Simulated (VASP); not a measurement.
# Si4C (I4_1/amd) in VASP: single point with PBE

Aim: the single point of Si4C with PBE.

Everything below comes from runs of VASP 6.6.1. Logs are shortened: lines on timing, memory, paths and dates and some standing lists are left out, and cuts for length are marked.

**1. The cell of the first run**

The structure is tetragonal, space group I4_1/amd (No. 141). Conventional cell: a = 3.527 Å, b = 3.527 Å, c = 25.535 Å, α = 90.00°, β = 90.00°, γ = 90.00°. Si (site symmetry 2mm) has 2 C at 2.03 Å and 2 Si at 2.30 Å within 2.7 Å. Within 3.0 Å of Si (site symmetry 2mm) lie 4 Si at 2.28 to 2.30 Å. C (site symmetry -4m2) has 4 Si at 2.03 Å within 2.7 Å.

**2. Single point, PBE, collinear spin**

INCAR

```
SYSTEM = Si4C
PREC     = Accurate       ! precision mode
ENCUT    = 600            ! plane-wave cutoff, eV
EDIFF    = 1E-6           ! SCF threshold, eV
ISMEAR   = 0              ! smearing method
SIGMA    = 0.1            ! smearing width, eV
LREAL    = .False.        ! projectors in reciprocal space
LASPH    = .True.         ! aspherical terms in the spheres
NELM     = 200            ! most SCF steps
ALGO     = Normal         ! electronic algorithm
ISIF     = 2              ! what is computed and relaxed
LWAVE    = .False.        ! write WAVECAR
LCHARG   = .True.         ! write CHGCAR
ISPIN    = 2              ! spin polarisation
MAGMOM   = 0 0 0 0 0 0 0 0 1 1 ! initial moments
LORBIT   = 11             ! projections on sites
GGA      = PE             ! functional
LELF     = .True.         ! ELF
LVHAR    = .True.       
NBANDS   = 35             ! bands
GGA_COMPAT= .False.
```

KPOINTS

```
Automatic mesh
0
Gamma
  6 6 6
  0 0 0
```

POSCAR

```
Si4C
1.0
   -1.7637452633      1.7637452633     12.7673504208
    1.7637452633     -1.7637452633     12.7673504208
    1.7637452633      1.7637452633    -12.7673504208
Si C
8 2
Direct
    0.5390275472      0.0390275472      0.5000000000
    0.5968418629      0.5968418629      0.0000000000
    0.1531581371      0.6531581371      0.5000000000
    0.2109724528      0.2109724528      0.0000000000
    0.7890275472      0.7890275472      0.0000000000
    0.3468418629      0.8468418629      0.5000000000
    0.4031581371      0.4031581371      0.0000000000
    0.9609724528      0.4609724528      0.5000000000
    0.7500000000      0.2500000000      0.5000000000
    0.0000000000      0.0000000000      0.0000000000
```

Potentials or basis: VASP PAW PBE potentials, release 64 (Si, C).

Command:

```bash
$ cat potpaw_PBE.64/Si/POTCAR potpaw_PBE.64/C/POTCAR > POTCAR
$ mpirun -np 1 vasp_std > vasp.out
```

OUTCAR:

```text
SYSTEM = Si4C
   PREC = Accurate
   ENCUT = 600
   EDIFF = 1E-6
   ISMEAR = 0
   LREAL = .False.
   LASPH = .True.
   NELM = 200
   ISIF = 2
   ISPIN = 2
   LORBIT = 11
   GGA = PE

 ion  position               nearest neighbor table
   1  0.539  0.039  0.500-  10 2.03  10 2.03   2 2.30   2 2.30
   2  0.597  0.597  0.000-   3 2.28   3 2.28   1 2.30   1 2.30
   3  0.153  0.653  0.500-   2 2.28   2 2.28   4 2.30   4 2.30
   4  0.211  0.211  0.000-   9 2.03   9 2.03   3 2.30   3 2.30
   5  0.789  0.789  0.000-   9 2.03   9 2.03   6 2.30   6 2.30
   6  0.347  0.847  0.500-   7 2.28   7 2.28   5 2.30   5 2.30
   7  0.403  0.403  0.000-   6 2.28   6 2.28   8 2.30   8 2.30
   8  0.961  0.461  0.500-  10 2.03  10 2.03   7 2.30   7 2.30
   9  0.750  0.250  0.500-   5 2.03   4 2.03   5 2.03   4 2.03
  10  0.000  0.000  0.000-   1 2.03   8 2.03   1 2.03   8 2.03

  LATTYP: Found a body centered tetragonal cell.
 ALAT       =     3.5274905266
 C/A-ratio  =     7.2387723366

  Lattice vectors:

 A1 = (  -1.7637452633,   1.7637452633,  12.7673504208)
 A2 = (   1.7637452633,  -1.7637452633,  12.7673504208)
 A3 = (   1.7637452633,   1.7637452633, -12.7673504208)

Analysis of symmetry for initial positions (statically):
=====================================================================
 Subroutine PRICEL returns:
 Original cell was already a primitive cell.

 Routine SETGRP: Setting up the symmetry group for a
 body centered tetragonal supercell.

 Subroutine GETGRP returns: Found 16 space group operations
 (whereof  8 operations were pure point group operations)
 out of a pool of 16 trial point group operations.

The static configuration has the point symmetry D_2d.
 The point group associated with its full space group is D_4h.

Analysis of symmetry for dynamics (positions and initial velocities):
=====================================================================
 Subroutine PRICEL returns:
 Original cell was already a primitive cell.

 Routine SETGRP: Setting up the symmetry group for a
 body centered tetragonal supercell.

 Subroutine GETGRP returns: Found 16 space group operations
 (whereof  8 operations were pure point group operations)
 out of a pool of 16 trial point group operations.

The dynamic configuration has the point symmetry D_2d.
 The point group associated with its full space group is D_4h.

Analysis of structural, dynamic, and magnetic symmetry:
=====================================================================
 Subroutine PRICEL returns:
[... 178 lines left out ...]
 cond. band min:       7.3370121480   @ k =  -0.1667  -0.3333   0.1667
 fundamental gap:      0.0307004568
 Fermi energy:         7.3330955157

 spin component 1

 k-point     1 :       0.0000    0.0000    0.0000
  band No.  band energies     occupation
      1      -7.0676      1.00000
      2      -6.8839      1.00000
      3      -4.8248      1.00000
      4      -3.6874      1.00000
      5      -2.6985      1.00000
      6      -0.3064      1.00000
[... 829 lines left out ...]
     31      11.4989      0.00000
     32      11.8354      0.00000

 [... further k-points ...]

 spin component 2

 k-point     1 :       0.0000    0.0000    0.0000
  band No.  band energies     occupation
      1      -7.0675      1.00000
      2      -6.8837      1.00000
      3      -4.8247      1.00000
      4      -3.6873      1.00000
      5      -2.6983      1.00000
      6      -0.3063      1.00000
[... 829 lines left out ...]
     31      11.4991      0.00000
     32      11.8357      0.00000

 [... further k-points ...]

 [bands above 32 left out]

------------------------ aborting loop because EDIFF is reached ----------------------------------------

  FORCE on cell =-STRESS in cart. coord.  units (eV):
  Direction    XX          YY          ZZ          XY          YZ          ZX
  --------------------------------------------------------------------------------------
  -------------------------------------------------------------------------------------
  Total        0.4962251      0.4962251      0.1182808      0.0000000      0.0000000      0.0000000
  in kB        5.0044557      5.0044557      1.1928679      0.0000000      0.0000000      0.0000000
  external PRESSURE =       3.7339264 kB  Pullay stress =       0.0000000 kB

 VOLUME and BASIS-vectors are now :
 -----------------------------------------------------------------------------
  energy-cutoff  :      600.00
  volume of cell :      158.87
      direct lattice vectors                 reciprocal lattice vectors
    -1.763745263  1.763745263 12.767350421     0.000000000  0.283487650  0.039162393
     1.763745263 -1.763745263 12.767350421     0.283487650  0.000000000  0.039162393
     1.763745263  1.763745263-12.767350421     0.283487650  0.283487650  0.000000000

 POSITION                                       TOTAL-FORCE (eV/Angst)
 -----------------------------------------------------------------------------------
      0.00000      1.76375      0.99656         0.000000      0.000000     -0.035838
      0.00000      0.00000     15.24018        -0.000000     -0.000000      0.044768
      1.76375      0.00000      3.91085         0.000000      0.000000     -0.044768
      0.00000      0.00000      5.38712         0.000000      0.000000      0.035838
      0.00000      0.00000     20.14758        -0.000000     -0.000000     -0.035838
      1.76375      0.00000      8.85650        -0.000000     -0.000000      0.044768
      0.00000      0.00000     10.29452         0.000000      0.000000     -0.044768
     -0.00000      1.76375     11.77079        -0.000000     -0.000000      0.035838
     -0.00000      1.76375      6.38368         0.000000      0.000000      0.000000
      0.00000      0.00000      0.00000         0.000000      0.000000      0.000000
 -----------------------------------------------------------------------------------
    total drift:                               -0.000000      0.000000     -0.000000

  FREE ENERGIE OF THE ION-ELECTRON SYSTEM (eV)
  ---------------------------------------------------
  free  energy   TOTEN  =       -59.0990190110 eV

  energy  without entropy=      -59.0862581753  energy(sigma->0) =      -59.09263859

 total charge

# of ion       s       p       d       tot
------------------------------------------
    1        0.729   0.898   0.000   1.626
    2        0.753   1.014   0.000   1.767
    3        0.753   1.014   0.000   1.767
    4        0.729   0.898   0.000   1.626
    5        0.729   0.898   0.000   1.626
    6        0.753   1.014   0.000   1.767
    7        0.753   1.014   0.000   1.767
    8        0.729   0.898   0.000   1.626
    9        0.837   1.490   0.000   2.327
   10        0.837   1.490   0.000   2.327
--------------------------------------------------
tot          7.600  10.627   0.000  18.226

 magnetization (x)

# of ion       s       p       d       tot
------------------------------------------
    1        0.000   0.000   0.000   0.000
    2       -0.000  -0.000   0.000  -0.000
    3       -0.000  -0.000   0.000  -0.000
    4        0.000   0.000   0.000   0.000
    5        0.000   0.000   0.000   0.000
    6       -0.000  -0.000   0.000  -0.000
    7       -0.000  -0.000   0.000  -0.000
    8        0.000   0.000   0.000   0.000
    9        0.000  -0.000   0.000  -0.000
   10        0.000  -0.000   0.000  -0.000
--------------------------------------------------
tot          0.000   0.000   0.000   0.000
```

OSZICAR:

```text
N       E                     dE             d eps       ncg     rms          rms(c)
DAV:   1     0.933389480857E+02    0.93339E+02   -0.17620E+04  4200   0.110E+03
DAV:   2    -0.519127993205E+02   -0.14525E+03   -0.13649E+03  5176   0.162E+02
DAV:   3    -0.615070668312E+02   -0.95943E+01   -0.94368E+01  5373   0.370E+01
DAV:   4    -0.616967169908E+02   -0.18965E+00   -0.18912E+00  5392   0.604E+00
DAV:   5    -0.616996410326E+02   -0.29240E-02   -0.29226E-02  5295   0.761E-01    0.140E+01
DAV:   6    -0.591823320727E+02    0.25173E+01   -0.66885E+00  5196   0.107E+01    0.754E+00
DAV:   7    -0.591046224087E+02    0.77710E-01   -0.19063E+00  4818   0.552E+00    0.343E+00
DAV:   8    -0.590868946718E+02    0.17728E-01   -0.24886E-01  5322   0.200E+00    0.125E+00
DAV:   9    -0.590927382948E+02   -0.58436E-02   -0.26514E-02  5086   0.871E-01    0.504E-01
DAV:  10    -0.590960822730E+02   -0.33440E-02   -0.89750E-03  5486   0.389E-01    0.269E-01
DAV:  11    -0.590979388920E+02   -0.18566E-02   -0.18552E-03  4775   0.185E-01    0.142E-01
DAV:  12    -0.590986895320E+02   -0.75064E-03   -0.53457E-04  5116   0.895E-02    0.776E-02
DAV:  13    -0.590989416939E+02   -0.25216E-03   -0.12411E-04  4723   0.453E-02    0.349E-02
DAV:  14    -0.590990031103E+02   -0.61416E-04   -0.53350E-05  4956   0.297E-02    0.161E-02
DAV:  15    -0.590990149804E+02   -0.11870E-04   -0.11918E-05  5310   0.142E-02    0.752E-03
DAV:  16    -0.590990185111E+02   -0.35307E-05   -0.33125E-06  4337   0.713E-03    0.364E-03
DAV:  17    -0.590990190110E+02   -0.49994E-06   -0.40065E-07  2454   0.286E-03
   1 F= -.59099019E+02 E0= -.59092639E+02  d E =-.127608E-01  mag=     0.0005
```

It took 1.6 h on 1 thread of Intel Xeon Platinum 8559C (Emerald Rapids), shared host; peak memory 3 GiB.

What came out:

```yaml
Free_energy: -59.0990 eV
Pressure: 0.4 GPa
Largest_force: 0.045 eV/Å
Band_gap_on_the_k_mesh: zero (filled and empty bands overlap)
Net_moment: 0.00 μB per cell
Valence_electrons_inside_the_program's_atomic_spheres: Si 1.63, 1.77 (each value once); C 2.33
```

Forces in eV/Å, atoms in the order of the input:
```
Si   0.000  0.000 -0.036
Si   0.000  0.000  0.045
Si   0.000  0.000 -0.045
Si   0.000  0.000  0.036
Si   0.000  0.000 -0.036
Si   0.000  0.000  0.045
Si   0.000  0.000 -0.045
Si   0.000  0.000  0.036
C    0.000  0.000  0.000
C    0.000  0.000  0.000
```

Caveat: semilocal functionals underestimate gaps, and a narrow one can read as zero.

The gap in the log of VASP goes by the Fermi energy; the results here count the filled bands.